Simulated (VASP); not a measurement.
Input of a VASP 6.6.1 run:

File INCAR:

```
PREC = Accurate
ENCUT = 520
EDIFF = 1E-7
ISMEAR = 0
SIGMA = 0.1
LREAL = F
LASPH = T
NELM = 100
ALGO = Normal
ISIF = 2
LWAVE = F
LCHARG = F
GGA = PE
NBANDS = 12
```

KPOINTS

```
Automatic mesh
0
Gamma
  6 6 6
```

Contents of POSCAR:

```
In
1.0
    3.2123895088      0.0000000000      0.0000000000
   -1.6061947544      2.7820109215      0.0000000000
    0.0000000000      0.0000000000      3.0015764473
In
1
Direct
    0.0000000000      0.0000000000      0.0000000000
```

Potentials or basis: VASP PAW PBE potentials, release 64 (In_d).

The run is started by

```bash
$ cat potpaw_PBE.64/In_d/POTCAR > POTCAR
$ mpirun -np 1 vasp_std > vasp.out
```

Q: What does it give for the pressure?

A: 2.2 GPa.

Stress tensor (GPa, compression positive):
```
0.81 0.00 0.00
0.00 0.81 0.00
0.00 0.00 4.89
```

Caveat: the k points lie up to 0.38 Å⁻¹ apart.
